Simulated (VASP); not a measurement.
Input of a VASP 6.6.1 run:

The input POSCAR:

```
MgSc
1.0
    3.1802704707      0.0000000000      0.0000000000
    0.0000000000      3.1802704707      0.0000000000
    0.0000000000      0.0000000000      3.1802704707
Mg Sc
1 1
Direct
    0.0000000000      0.0000000000      0.0000000000
    0.5000000000      0.5000000000      0.5000000000
```

Contents of INCAR.step1:

```
ALGO     = Normal         # electronic algorithm
EDIFF    = 1E-4           # SCF threshold, eV
ENCUT    = 600            # plane-wave cutoff, eV
GGA      = PE             # functional
ISMEAR   = 0              # smearing method
LASPH    = True           # aspherical terms in the spheres
LCHARG   = False          # write CHGCAR
LREAL    = False          # projectors in reciprocal space
LWAVE    = True           # write WAVECAR
NELM     = 60             # most SCF steps
PREC     = Accurate       # precision mode
SIGMA    = 0.1            # smearing width, eV
```

The input INCAR.step2:

```
ALGO     = Normal         # electronic algorithm
EDIFF    = 1E-7           # SCF threshold, eV
EDIFFG   = -0.008         # ionic threshold
ENCUT    = 600            # plane-wave cutoff, eV
IBRION   = 2              # ionic algorithm
ISIF     = 3              # what is computed and relaxed
ISMEAR   = 0              # smearing method
ISTART   = 1            
LASPH    = True           # aspherical terms in the spheres
LCHARG   = False          # write CHGCAR
LMIXTAU  = True         
LREAL    = False          # projectors in reciprocal space
LWAVE    = False          # write WAVECAR
METAGGA  = R2SCAN         # meta-GGA
NELM     = 60             # most SCF steps
NSW      = 70             # ionic steps
PREC     = Accurate       # precision mode
PSTRESS  = 500.0        
SIGMA    = 0.1            # smearing width, eV
```

KPOINTS

```
k-points
0
Gamma
  14 14 14
```

Potentials or basis: VASP PAW PBE potentials, release 64 (Mg, Sc_sv).

Launch:

```sh
$ cat potpaw_PBE.64/Mg/POTCAR potpaw_PBE.64/Sc_sv/POTCAR > POTCAR
$ cp INCAR.step1 INCAR
$ mpirun -np 1 vasp_std > vasp.out
$ cp INCAR.step2 INCAR
$ mpirun -np 1 vasp_std > vasp.out
```

(1) Predict the relaxed cell.

(2) Predict the relaxed volume.

Results:

(1) a = 3.097 Å, b = 3.097 Å, c = 3.097 Å, α = 90.00°, β = 90.00°, γ = 90.00°.

(2) 14.85 Å³/atom.

Caveat: the cell is relaxed towards a set pressure, so the enthalpy falls and the energy may rise; the PAW data sets were made with another functional, which shifts forces and pressure a little.
